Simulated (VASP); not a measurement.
The system is LiMgF3.

```
CELL_PARAMETERS angstrom
3.52920 0.00000 0.00000
0.00000 3.52920 0.00000
0.00000 0.00000 3.52920
ATOMIC_POSITIONS crystal
Li 0.50000 0.50000 0.50000
Mg 0.00000 0.00000 0.00000
F 0.00000 0.50000 0.50000
F 0.50000 0.50000 0.00000
F 0.50000 0.00000 0.50000
```

```yaml
Program: VASP 6.6.1
Task: relaxation of cell and atoms
Functional: PBEsol
Potentials_or_basis: VASP PAW PBE potentials, release 64 (Li_sv, Mg, F)
Cutoff: 600 eV
k_mesh: 6 × 6 × 6
Occupations: gaussian, width 0.02 eV
Spin: no spin polarisation
```

At the start: pressure 4.1 GPa; volume 8.79 Å³/atom.

Q: How do energy, volume and symmetry change on relaxing?

A: Over 3 steps the energy falls by 4.5 meV/atom and the volume is 9.15 Å³/atom (+4.1 %); space group Pm-3m (No. 221, to 0.05 Å).

Step by step:
| step | energy change (eV) | largest force (eV/Å) | pressure (GPa) | volume (Å³) |
| --- | --- | --- | --- | --- |
| 1 | 0.0000 | 0.0000 | 4.11 | 43.96 |
| 2 | -0.0215 | 0.0000 | 0.75 | 45.41 |
| 3 | -0.0224 | 0.0000 | -0.02 | 45.77 |

Final structure:
```
CELL_PARAMETERS angstrom
3.57718 0.00000 0.00000
0.00000 3.57718 0.00000
0.00000 0.00000 3.57718
ATOMIC_POSITIONS crystal
Li 0.50000 0.50000 0.50000
Mg 0.00000 0.00000 0.00000
F 0.00000 0.50000 0.50000
F 0.50000 0.50000 0.00000
F 0.50000 0.00000 0.50000
```

Caveat: the cutoff is under 1.25 times the usual one of these potentials, so pressure, stress and relaxed cells hold a basis-set (Pulay) error; the PAW data sets were made with another functional, which shifts forces and pressure a little.
